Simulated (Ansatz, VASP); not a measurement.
## Na in VASP and in Ansatz

Contents of INCAR:

```
SYSTEM = Na
ALGO = Normal ; EDIFF = 1E-6
ENCUT = 520 ; GGA = CA
ISIF = 2 ; ISMEAR = -1
LASPH = .True. ; LCHARG = .True.
LELF = .True. ; LREAL = .False.
LVHAR = .True. ; LWAVE = .False.
NBANDS = 10 ; NELM = 100
PREC = Accurate ; SIGMA = 0.1
```

File KPOINTS:

```
k-points
0
Gamma
  12 12 12
  0 0 0
```

Contents of POSCAR:

```
Na
1.0
    0.0000000000      2.4882717766      2.4882717766
    2.4882717766      0.0000000000      2.4882717766
    2.4882717766      2.4882717766      0.0000000000
Na
1
Direct
    0.0000000000      0.0000000000      0.0000000000
```

Input for Ansatz:

```yaml
crystal:
  lattice:
    - [0.0, 2.4882717766, 2.4882717766]
    - [2.4882717766, 0.0, 2.4882717766]
    - [2.4882717766, 2.4882717766, 0.0]
  atoms:
    - { symbol: Na, position: [0.0, 0.0, 0.0] }
hamiltonian:
  xc: lda
  pseudopotentials:
    kind: paw
    azcp:
      Na: "pseudopotentials/Na.paw.azcp"
basis:
  ecutwfc: 420
  fft_grid_basis: typed
kpoints:
  mp_grid: { grid: [12, 12, 12], shift: [0, 0, 0] }
magnetization:
  spin_polarized: false
scf:
  occupations: { method: fermi_dirac, width: 0.1 }
  lower_state_search: "off"
output:
  stress: true
  write_density: true
  write_potential: true
  elf: true
  volumetric_format: npy
```

Alike in both runs: task single point; functional LDA; k mesh 12 × 12 × 12; occupations fermi-dirac, width 0.1 eV; no spin polarisation.

|  | VASP | Ansatz |
| --- | --- | --- |
| version | VASP 6.6.1 | Ansatz 0.2.0 |
| potentials or method | VASP PAW LDA potentials, release 64 (Na_pv), cutoff 520 eV | plane waves (420 eV) with PAW, scalar-relativistic |
| valence electrons in the cell | 7 | 9 |

```tsv
	VASP	Ansatz	Ansatz less VASP
pressure (GPa)	0.8	0.8	+0.04
```

Ansatz warns that its potentials were made for another functional, while VASP's fit it. LDA's correlation is that of Perdew and Zunger in VASP and of Perdew and Wang (1992) in Ansatz. VASP's potentials hold 7 valence electrons a cell and Ansatz's 9, so a difference there can come from the potentials and not from the codes.
